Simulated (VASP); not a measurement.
In4H3:

```xyz
7
Lattice="5.1224 0.0000 0.0000 0.0000 5.1224 0.0000 0.0000 0.0000 5.1224" Properties=species:S:1:pos:R:3 pbc="T T T"
In    3.7075    1.4149    1.4149
In    1.4149    3.7075    1.4149
In    1.4149    1.4149    3.7075
In    3.7075    3.7075    3.7075
H     0.0000    0.0000    2.5612
H     2.5612    0.0000    0.0000
H     0.0000    2.5612    0.0000
```

The cell was generated, and may not be a known phase.

- Program: VASP 6.6.1
- Task: relaxation of cell and atoms
- Functional: PBE
- Potentials or basis: VASP PAW PBE potentials, release 64 (In_d, H)
- Cutoff: 600 eV
- k mesh: 8 × 8 × 8
- Occupations: gaussian, width 0.1 eV
- Spin: no spin polarisation

At the start: pressure -0.1 GPa; volume 19.20 Å³/atom.

Question: Where does the relaxation end?

Answer: Over 4 steps the energy falls by 2.5 meV/atom and the volume is 19.07 Å³/atom (-0.7 %); space group P-43m (No. 215, to 0.1 Å) before and after.

The path:
```tsv
step	energy change (eV)	largest force (eV/Å)	pressure (GPa)	volume (Å³)
1	0.0000	0.2018	-0.09	134.41
2	-0.0070	0.1524	-0.04	134.21
3	-0.0170	0.0226	0.04	133.61
4	-0.0172	0.0038	0.06	133.52
```

Final structure:
```xyz
7
Lattice="5.1111 0.0000 0.0000 0.0000 5.1111 0.0000 0.0000 0.0000 5.1111" Properties=species:S:1:pos:R:3 pbc="T T T"
In    3.7244    1.3867    1.3867
In    1.3867    3.7244    1.3867
In    1.3867    1.3867    3.7244
In    3.7244    3.7244    3.7244
H     5.1111    5.1111    2.5555
H     2.5555    0.0000    0.0000
H     5.1111    2.5555    5.1111
```
